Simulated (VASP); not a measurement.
Crystal: LiCl.

```xyz
2
Lattice="0.0000 2.6363 2.5560 2.6363 0.0000 2.5560 2.6363 2.6363 0.0000" Properties=species:S:1:pos:R:3 pbc="T T T"
Li    0.0000    0.0000    0.0000
Cl    2.6363    2.6363    2.5560
```

This cell differs from its parent crystal: biaxial xy strain +3.1%.

Base run:

```yaml
Program: VASP 6.6.1
Functional: r2SCAN
Potentials_or_basis: VASP PAW PBE potentials, release 64 (Li_sv, Cl)
Cutoff: 520 eV
k_mesh: 8 × 8 × 8
Occupations: gaussian, width 0.01 eV
Spin: no spin polarisation
```

Its results: band gap on the k mesh 6.96 eV, direct.

Question: The run is repeated on the same cell with these changes: functional from r2SCAN to HSE06; k mesh from 8 × 8 × 8 to 6 × 6 × 6. What comes out?

Answer: Band gap on the k mesh 7.40 eV, direct.

Several settings changed at once, so the effect can't be laid on one alone.

A k mesh can miss the band edges.
